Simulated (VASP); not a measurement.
# LiCl (P1) in VASP: notebook

Runs on LiCl. Level: PBEsol. Tasks: single point.

All numbers are computed with VASP 6.6.1; they aren't measurements. Logs are shortened: lines on timing, memory, paths and dates and some standing lists are left out, and cuts for length are marked.

**1. The cell of the first run**

The typed cell holds 16 atoms: a = 7.308 Å, b = 7.308 Å, c = 7.308 Å, α = 60.00°, β = 60.00°, γ = 60.00°.

**2. Single point, PBEsol (dynamics (npt langevin) at 800 K, volume x 1.02, from the last frame before)**

Input file INCAR:

```
ALGO = Normal ; EDIFF = 1E-6
ENCUT = 520 ; GGA = PS
ISIF = 2 ; ISMEAR = -1
LASPH = T ; LCHARG = T
LELF = T ; LREAL = Auto
LVHAR = T ; LWAVE = F
NBANDS = 54 ; NELM = 80
PREC = Accurate ; SIGMA = 0.0689
```

Input file KPOINTS:

```
Automatic mesh
0
Gamma
  2 2 2
  0.5 0.5 0.5
```

Input file POSCAR:

```
LiCl
1.0
   -5.1675590000     -5.1675590000      0.0000000000
    0.0000000000     -5.1675590000      5.1675590000
   -5.1675590000      0.0000000000      5.1675590000
Li Cl
8 8
Direct
    0.5378980675     -0.0446715751      0.0281034043
   -0.0128035306     -0.0068852625      0.0444469042
    0.4974791773      0.4745842283      0.0105351482
    0.0134127158      0.4721200087     -0.0261187149
    0.4710961210     -0.0482728886      0.4944878230
   -0.0235657687      0.0019182171      0.5280960508
    0.4824317439      0.5057570702      0.4867751873
    0.0581070289      0.4058590332      0.4932916102
    0.7207057529      0.2412352718      0.2660144761
    0.2396164224      0.2650032636      0.2188158858
    0.7340501579      0.7631880933      0.2574692422
    0.2653742318      0.7740583126      0.2369072129
    0.7309078619      0.2477873015      0.7672898365
    0.2883909985      0.2398243542      0.7278956080
    0.7914706924      0.7682839228      0.7525707012
    0.2297878941      0.7541492027      0.7245812772
```

Potentials or basis: VASP PAW PBE potentials, release 64 (Li_sv, Cl).

On the command line:

```console
$ cat potpaw_PBE.64/Li_sv/POTCAR potpaw_PBE.64/Cl/POTCAR > POTCAR
$ mpirun -np 1 vasp_std > vasp.out
```

OUTCAR:

```text
EDIFF = 1E-6
   ENCUT = 520
   GGA = PS
   ISIF = 2
   ISMEAR = -1
   LASPH = T
   LREAL = Auto
   NELM = 80
   PREC = Accurate

 ion  position               nearest neighbor table
   1  0.538  0.955  0.028-  11 2.21  12 2.37  15 2.42  13 2.54
   2  0.987  0.993  0.044-   9 2.44  12 2.46  11 2.51
   3  0.497  0.475  0.011-  10 2.43  13 2.43   9 2.48
   4  0.013  0.472  0.974-  15 2.35  10 2.44  14 2.49  16 2.59
   5  0.471  0.952  0.494-  11 2.24  16 2.27
   6  0.976  0.002  0.528-  15 2.17  16 2.34  13 2.51
   7  0.482  0.506  0.487-  14 2.39  12 2.43   9 2.51  16 2.51
   8  0.058  0.406  0.493-  10 2.21  14 2.45  13 2.59
   9  0.721  0.241  0.266-   2 2.44   3 2.48   7 2.51
  10  0.240  0.265  0.219-   8 2.21   3 2.43   4 2.44
  11  0.734  0.763  0.257-   1 2.21   5 2.24   2 2.51
  12  0.265  0.774  0.237-   1 2.37   7 2.43   2 2.46
  13  0.731  0.248  0.767-   3 2.43   6 2.51   1 2.54   8 2.59
  14  0.288  0.240  0.728-   7 2.39   8 2.45   4 2.49
  15  0.791  0.768  0.753-   6 2.17   4 2.35   1 2.42
  16  0.230  0.754  0.725-   5 2.27   6 2.34   7 2.51   4 2.59

  LATTYP: Found a face centered cubic cell.
 ALAT       =    10.3351180000

  Lattice vectors:

 A1 = (  -5.1675590000,  -5.1675590000,   0.0000000000)
 A2 = (   0.0000000000,  -5.1675590000,   5.1675590000)
 A3 = (  -5.1675590000,   0.0000000000,   5.1675590000)

Analysis of symmetry for initial positions (statically):
=====================================================================
 Subroutine PRICEL returns:
 Original cell was already a primitive cell.

 Routine SETGRP: Setting up the symmetry group for a
 face centered cubic supercell.

 Subroutine GETGRP returns: Found  1 space group operations
 (whereof  1 operations were pure point group operations)
 out of a pool of 48 trial point group operations.

The static configuration has the point symmetry C_1 .

Analysis of symmetry for dynamics (positions and initial velocities):
=====================================================================
 Subroutine PRICEL returns:
 Original cell was already a primitive cell.

 Routine SETGRP: Setting up the symmetry group for a
 face centered cubic supercell.

 Subroutine GETGRP returns: Found  1 space group operations
 (whereof  1 operations were pure point group operations)
 out of a pool of 48 trial point group operations.

The dynamic configuration has the point symmetry C_1 .

 Subroutine INISYM returns: Found  1 space group operations
 (whereof  1 operations are pure point group operations),
[... 120 lines left out ...]
   NFREE  =      0    steps in history (QN), initial steepest desc. (CG)
   ISIF   =      2    stress and relaxation
   ISYM   =      2    0-nonsym 1-usesym 2-fastsym
   POTIM  = 0.5000    time-step for ionic-motion
   TEBEG  =    0.0;   TEEND  =   0.0 temperature during run
   PSTRESS=    0.0 pullay stress
   NELECT =      80.0000    total number of electrons
   NUPDOWN=      -1.0000    fix difference up-down
   EMIN   =  10.00;   EMAX   =-10.00  energy-range for DOS
   EFERMI =   0.00;   METHOD = LEGACY
   ISMEAR =    -1;   SIGMA  =   0.07  broadening in eV -4-tet -1-fermi 0-gaus
   EFERMI_NEDOS =   21; number of points for ismear=-14 and -15
   IALGO  =     38    algorithm
   IMIX   =      4    mixing-type and parameters
     AMIX     =   0.40;   BMIX     =  1.00
     AMIX_MAG =   1.60;   BMIX_MAG =  1.00
  volume/ion in A,a.u.               =      17.25       116.40
  Fermi-wavevector in a.u.,A,eV,Ry     =   1.083451  2.047426 15.971426  1.173867
  Thomas-Fermi vector in A             =   2.219518
   LORBIT       =      0    0 simple, 1 ext, 2 COOP (PROOUT), +10 PAW based schemes
   GGA     = PS    functional components
   LHFCALC =     F    Hartree Fock is set to
   AEXX    =    0.0000 exact exchange contribution
   IVDW    =     0    specifies the selected vdW correction
   LEPSILON=     F    determine dielectric tensor
   LRPA    =     F    only Hartree local field effects (RPA)
 non-spin polarized calculation
  energy-cutoff  :      520.00
  volume of cell :      275.99
 maximum number of plane-waves:      7444
   NGX = 27   NGY = 27   NGZ = 27

 number of electron      79.9999998 magnetization

 Free energy of the ion-electron system (eV)
  ---------------------------------------------------
  ext. energy  EPLUGINS =         0.00000000
  ---------------------------------------------------
  free energy    TOTEN  =       -59.86555092 eV

  energy without entropy =      -59.86555092  energy(sigma->0) =      -59.86555092

 E-fermi :   2.3027     XC(G=0):  -8.7626

 val. band max:        0.6526668865   @ k =   0.0000   0.0000  -0.2500
 cond. band min:       6.6400572132   @ k =   0.0000   0.0000  -0.2500
 fundamental gap:      5.9873903267
 Fermi energy:         2.3027323020

 k-point     1 :       0.2500    0.2500    0.2500
  band No.  band energies     occupation
      1     -42.7742      2.00000
      2     -42.6897      2.00000
      3     -42.6681      2.00000
      4     -42.4506      2.00000
      5     -42.3873      2.00000
      6     -42.2784      2.00000
[... 869 lines left out ...]
     51       9.4673      0.00000
     52       9.6784      0.00000
 [bands above 52 left out]

------------------------ aborting loop because EDIFF is reached ----------------------------------------

  FORCE on cell =-STRESS in cart. coord.  units (eV):
  Direction    XX          YY          ZZ          XY          YZ          ZX
  --------------------------------------------------------------------------------------
  -------------------------------------------------------------------------------------
  Total        0.4077536      1.1434412      0.6371744      0.5181631      0.1235536     -0.2912774
  in kB        2.3671298      6.6380129      3.6989851      3.0080896      0.7172649     -1.6909508
  external PRESSURE =       4.2347092 kB  Pullay stress =       0.0000000 kB

 VOLUME and BASIS-vectors are now :
 -----------------------------------------------------------------------------
  energy-cutoff  :      520.00
  volume of cell :      275.99
      direct lattice vectors                 reciprocal lattice vectors
    -5.167559000 -5.167559000  0.000000000    -0.096757483 -0.096757483 -0.096757483
     0.000000000 -5.167559000  5.167559000     0.096757483 -0.096757483  0.096757483
    -5.167559000  0.000000000  5.167559000    -0.096757483  0.096757483  0.096757483

 POSITION                                       TOTAL-FORCE (eV/Angst)
 -----------------------------------------------------------------------------------
     -2.92485     -7.71634      5.08194         0.666885     -0.146103     -0.186786
     -5.33108    -10.23338      5.36166         0.075898     -0.014173     -0.094282
     -2.62519     -5.02320      2.50688         0.010837     -0.203173      0.088106
     -5.10190     -2.50902      7.47230         0.075291     -0.018609      0.008931
     -4.98971     -7.35252      7.47340        -0.201949     -0.421624      0.486821
     -7.77475     -5.05569      2.73888         0.289298     -0.362263     -0.110510
[... 8 lines left out ...]
     -7.97892     -8.06012      7.85911         0.467474      1.461548     -0.313974
     -4.93176     -5.08455      7.64143        -0.876372     -0.347945      0.271324
 -----------------------------------------------------------------------------------
    total drift:                               -0.000128      0.000357     -0.003883

  FREE ENERGIE OF THE ION-ELECTRON SYSTEM (eV)
  ---------------------------------------------------
  free  energy   TOTEN  =       -59.8655509245 eV

  energy  without entropy=      -59.8655509245  energy(sigma->0) =      -59.86555092
```

stdout:

```text
POSCAR found type information on POSCAR LiCl
 POSCAR found :  2 types and      16 ions
 scaLAPACK will be used
 -----------------------------------------------------------------------------
|                                                                             |
|                                                                             |
|     You enforced a specific xc type in the INCAR file but a different       |
|     I HOPE YOU KNOW WHAT YOU ARE DOING!                                     |
|                                                                             |
 -----------------------------------------------------------------------------

 LDA part: xc-table for (Slater+PW92), standard interpolation
 POSCAR, INCAR and KPOINTS ok, starting setup
 FFT: planning ... GRIDC
 FFT: planning ... GRID_SOFT
 FFT: planning ... GRID
 WAVECAR not read
 entering main loop
```

Wall time 2.6 min (1 thread of Intel Xeon 6975P-C (Granite Rapids), shared host); peak memory 0.43 GiB.

What came out:

```
Free energy            : -59.8656 eV
Largest force          : 1.566 eV/Å
Band gap on the k mesh : 5.99 eV, direct
```

Forces on the atoms (eV/Å):
```
Li   0.667 -0.146 -0.187
Li   0.076 -0.014 -0.094
Li   0.011 -0.203  0.088
Li   0.075 -0.019  0.009
Li  -0.202 -0.422  0.487
Li   0.289 -0.362 -0.111
Li  -0.132 -0.032 -0.002
Li  -0.027  0.006  0.805
Cl   0.003 -0.498 -0.175
Cl  -0.155  0.138 -0.088
Cl  -0.801 -0.008 -0.387
Cl   0.295  0.423 -0.364
Cl  -0.115 -0.623 -0.023
Cl   0.426  0.645  0.083
Cl   0.467  1.462 -0.314
Cl  -0.876 -0.348  0.271
```

Caveat: the cutoff is under 1.25 times the usual one of these potentials, so pressure, stress and relaxed cells hold a basis-set (Pulay) error; the PAW data sets were made with another functional, which shifts forces and pressure a little. A k mesh can miss the band edges.

**3. Single point, PBEsol (dynamics (npt langevin) at 800 K, volume x 1.02, from the last frame before)**

Input file INCAR:

```
SYSTEM = LiCl
ALGO     = Normal         ! electronic algorithm
EDIFF    = 1E-7           ! SCF threshold, eV
ENCUT    = 520            ! plane-wave cutoff, eV
GGA      = PS             ! functional
ISIF     = 2              ! what is computed and relaxed
ISMEAR   = -1             ! smearing method
LASPH    = .True.         ! aspherical terms in the spheres
LCHARG   = .False.        ! write CHGCAR
LREAL    = Auto         
LWAVE    = .False.        ! write WAVECAR
NBANDS   = 54             ! bands
NELM     = 100            ! most SCF steps
PREC     = Accurate       ! precision mode
SIGMA    = 0.0689         ! smearing width, eV
```

KPOINTS is that of step 2.

Input file POSCAR:

```
LiCl
1.0
   -5.1737290000     -5.1737290000      0.0000000000
    0.0000000000     -5.1737290000      5.1737290000
   -5.1737290000      0.0000000000      5.1737290000
Li Cl
8 8
Direct
    0.5358158497      0.0057813233     -0.0414322049
   -0.0352045884      0.0022140704      0.0352824819
    0.5020803177      0.5239736175     -0.0266257664
   -0.0023265618      0.4580558819     -0.0365606703
    0.4740952802     -0.0160484826      0.5402384818
   -0.0365946883      0.0342733452      0.4513987880
    0.4697064728      0.5114877490      0.5279658057
   -0.0398448585      0.5306697548      0.5088657523
    0.7229444178      0.2537843594      0.2507418730
    0.2266251286      0.2591973797      0.2215751927
    0.7606425655      0.7404072575      0.2732022686
    0.2507751179      0.7912270821      0.2175273386
    0.7509951720      0.2678697512      0.7517833849
    0.2882757292      0.2324537099      0.7232874973
    0.7697008289      0.7375822158      0.7617601347
    0.2212570469      0.7448353016      0.7466906365
```

Potentials or basis: VASP PAW PBE potentials, release 64 (Li_sv, Cl).

On the command line:

```console
$ cat potpaw_PBE.64/Li_sv/POTCAR potpaw_PBE.64/Cl/POTCAR > POTCAR
$ mpirun -np 1 vasp_std > vasp.out
```

It took 2.7 min on 1 thread of Intel Xeon 6975P-C (Granite Rapids), shared host; peak memory 0.44 GiB.

Results (log left out):

```yaml
Free_energy: -60.1563 eV
Largest_force: 0.791 eV/Å
Band_gap_on_the_k_mesh: 5.81 eV, direct
```

Forces in eV/Å, atoms in the order of the input:
```
Li  -0.090  0.225  0.497
Li   0.003  0.042 -0.301
Li   0.092  0.434  0.166
Li  -0.725 -0.195  0.249
Li   0.357  0.069 -0.554
Li  -0.566 -0.365 -0.021
Li   0.102 -0.242 -0.143
Li  -0.220 -0.123 -0.497
Cl   0.196 -0.159  0.008
Cl  -0.222 -0.108  0.111
Cl   0.615  0.130  0.219
Cl  -0.170  0.364 -0.244
Cl  -0.005  0.156 -0.148
Cl   0.293  0.152  0.476
Cl   0.621  0.066  0.025
Cl  -0.283 -0.448  0.157
```

Levels at points of the mesh, in eV from the valence-band top:
```tsv
k point	band 38	band 39	band 40	band 41	band 42	band 43
(0.25, 0.25, 0.25)	-0.53	-0.18	-0.03	5.81	6.21	6.47
```

Caveat: the cutoff is under 1.25 times the usual one of these potentials, so pressure, stress and relaxed cells hold a basis-set (Pulay) error; the PAW data sets were made with another functional, which shifts forces and pressure a little.

**4. Single point, PBEsol (dynamics (npt langevin) at 800 K, volume x 1.02, from the last frame before)**

Input file INCAR:

```
PREC = Accurate ; ENCUT = 520
EDIFF = 1E-6 ; ISMEAR = -1
SIGMA = 0.0689 ; LREAL = Auto
LASPH = T ; NELM = 100
ALGO = Normal ; ISIF = 2
LWAVE = F ; LCHARG = F
GGA = PS ; NBANDS = 54
```

KPOINTS is that of step 3.

Input file POSCAR:

```
LiCl
1.0
   -5.1786930000     -5.1786930000      0.0000000000
    0.0000000000     -5.1786930000      5.1786930000
   -5.1786930000      0.0000000000      5.1786930000
Li Cl
8 8
Direct
    0.4189033797      0.0429643155      0.0000623709
   -0.0140232294      0.0164954748     -0.0320015108
    0.4457211501      0.4882208696      0.0023440277
    0.0309002677      0.5040905109     -0.0234373808
    0.5116309270      0.0057550235      0.4916710645
    0.0128332573      0.0015819629      0.5129327998
    0.5650923891      0.5219620086      0.4331509900
    0.0359117638      0.5345340996      0.4805308984
    0.7332731444      0.2678153542      0.2392255150
    0.2315084134      0.2425405406      0.2382423519
    0.7516002590      0.7625686636      0.2583678932
    0.2304747549      0.7543571322      0.2291921919
    0.7889365135      0.2919895039      0.7010050605
    0.2299889181      0.2414842896      0.7375866845
    0.7296559190      0.7364134155      0.7600840598
    0.2431610640      0.7555135050      0.7465753425
```

On the command line:

```console
$ cat potpaw_PBE.64/Li_sv/POTCAR potpaw_PBE.64/Cl/POTCAR > POTCAR
$ mpirun -np 1 vasp_std > vasp.out
```

It took 3 min on 1 thread of Intel Xeon 6975P-C (Granite Rapids), shared host; peak memory 0.43 GiB.

Results (log left out):

```
Free energy            : -60.0283 eV
Largest force          : 0.974 eV/Å
Band gap on the k mesh : 5.87 eV, direct
```

Forces in eV/Å, atoms in the order of the input:
```
Li  -0.226  0.039 -0.644
Li  -0.040  0.094  0.196
Li  -0.375 -0.613 -0.035
Li   0.465  0.355  0.102
Li  -0.226 -0.073 -0.032
Li   0.319  0.322  0.084
Li  -0.073  0.358 -0.002
Li   0.178  0.883  0.279
Cl  -0.072  0.123 -0.074
Cl  -0.098 -0.354  0.016
Cl   0.452 -0.374 -0.168
Cl  -0.245 -0.724  0.135
Cl   0.262  0.935 -0.084
Cl  -0.394 -0.504  0.157
Cl  -0.076 -0.587  0.339
Cl   0.150  0.122 -0.268
```

Levels at points of the mesh, in eV from the valence-band top:
| k point | band 38 | band 39 | band 40 | band 41 | band 42 | band 43 |
| --- | --- | --- | --- | --- | --- | --- |
| (0.25, 0.25, 0.25) | -0.39 | -0.22 | -0.05 | 5.88 | 6.29 | 6.55 |

Caveat: the cutoff is under 1.25 times the usual one of these potentials, so pressure, stress and relaxed cells hold a basis-set (Pulay) error; the PAW data sets were made with another functional, which shifts forces and pressure a little.

**5. The runs side by side**

| cell | gap on the mesh (eV) | largest force (eV/Å) |
| --- | --- | --- |
| a = 7.308 Å, angles 60.0°, 16 atoms | 5.99 | 1.57 |
| a = 7.317 Å, angles 60.0°, 16 atoms | 5.81 | 0.79 |
| a = 7.324 Å, angles 60.0°, 16 atoms | 5.87 | 0.97 |

Alike in all rows: task single point; level PBEsol; potentials or basis VASP PAW PBE potentials, release 64 (Li_sv, Cl); no spin polarisation; k mesh 2 × 2 × 2, shifted; cutoff (eV) 520; smearing fermi-dirac 0.0689 eV.

Caveats: the cutoff is under 1.25 times the usual one of these potentials, so pressure, stress and relaxed cells hold a basis-set (Pulay) error; the PAW data sets were made with another functional, which shifts forces and pressure a little.

Absolute energies hang on the potentials; compare differences alone.
